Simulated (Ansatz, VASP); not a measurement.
## TiAl in VASP and in Ansatz

```
Ti Al
1.0
     3.18535    0.00000    0.00000
     0.00000    3.18535    0.00000
     0.00000    0.00000    3.18535
Ti Al
1 1
Direct
  0.00000 0.00000 0.00000
  0.50000 0.50000 0.50000
```

Alike in both runs: task single point; functional LDA; k mesh 16 × 16 × 16; occupations gaussian, width 0.15 eV; no spin polarisation.

|  | VASP | Ansatz |
| --- | --- | --- |
| version | VASP 6.6.1 | Ansatz 0.2.0 |
| potentials or method | VASP PAW LDA potentials, release 64 (Ti_sv, Al), cutoff 520 eV | scalar-relativistic, plane waves, PAW |
| valence electrons in the cell | 15 | 15 |

```csv
,VASP,Ansatz,Ansatz less VASP
gap on the k mesh at the Fermi level (eV),none,none,-
pressure (GPa),-6.3,-6.4,-0.17
```

Ansatz warns that its potentials were made for another functional, while VASP's fit it. LDA's correlation is that of Perdew and Zunger in VASP and of Perdew and Wang (1992) in Ansatz. A gap of «none» marks a metal or a gap that the smearing closes.
